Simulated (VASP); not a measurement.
GaBAs2, 4 atoms in the cell. It takes space group P-4m2 (No. 115, tetragonal). Conventional cell: a = 3.691 Å, b = 3.691 Å, c = 5.410 Å, α = 90.00°, β = 90.00°, γ = 90.00°. Within 2.9 Å of B (site symmetry -4m2) lie 4 As at 2.17 Å. Within 2.9 Å of As (site symmetry 2mm) lie 2 B at 2.17 Å and 2 Ga at 2.42 Å. Within 3.2 Å of Ga (site symmetry -4m2) lie 4 As at 2.42 Å. 

| Quantity | Value |
| --- | --- |
| Program | VASP 6.6.1 |
| Task | single point |
| Functional | PBE |
| Potentials or basis | VASP PAW PBE potentials, release 64 (B, As, Ga_d) |
| Cutoff | 520 eV |
| k mesh | 6 × 6 × 4 |
| Occupations | fermi-dirac, width 0.02 eV |
| Spin | no spin polarisation |
| Dipole correction | no |
| Further INCAR settings | ALGO = Normal; EDIFF = 1e-07; NBANDS = 21 |

Potentials or basis: VASP PAW PBE potentials, release 64 (B, As, Ga_d).

Command:

```sh
$ cat potpaw_PBE.64/B/POTCAR potpaw_PBE.64/As/POTCAR potpaw_PBE.64/Ga_d/POTCAR > POTCAR
$ mpirun -np 1 vasp_std > vasp.out
```

Hardware: 1 thread of Intel(R) Xeon(R) Platinum 8259CL CPU @ 2.50GHz (Skylake/Cascade Lake), with other jobs on the host.

Problem. How long does it take, and how much memory?

Solution. Wall time 48 s on 1 thread of Intel(R) Xeon(R) Platinum 8259CL CPU @ 2.50GHz (Skylake/Cascade Lake), on a shared host, peak memory 0.2 GiB. Counts: scf iterations 15, k points 30.
